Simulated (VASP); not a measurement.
Input of a VASP 6.6.1 run:

INCAR

```
PREC = Accurate
ENCUT = 520
EDIFF = 1E-7
ISMEAR = -1
SIGMA = 0.1
LREAL = False
LASPH = True
NELM = 80
ALGO = Normal
ISIF = 2
LWAVE = False
LCHARG = False
GGA = RP
NBANDS = 8
```

The input KPOINTS:

```
Automatic mesh
0
Gamma
  13 13 13
```

The input POSCAR:

```
Al
1.0
    2.8447843208      0.0000000000      0.0000000000
    0.0000000000      2.8447843208      0.0000000000
    0.0000000000      0.0000000000      2.8447843208
Al
1
Direct
    0.0000000000      0.0000000000      0.0000000000
```

Potentials or basis: VASP PAW PBE potentials, release 64 (Al).

The run is started by

```sh
$ cat potpaw_PBE.64/Al/POTCAR > POTCAR
$ mpirun -np 1 vasp_std > vasp.out
```

(1) Predict the pressure.

Answers

(1) -4.9 GPa.

Caveat: the PAW data sets were made with another functional, which shifts forces and pressure a little.
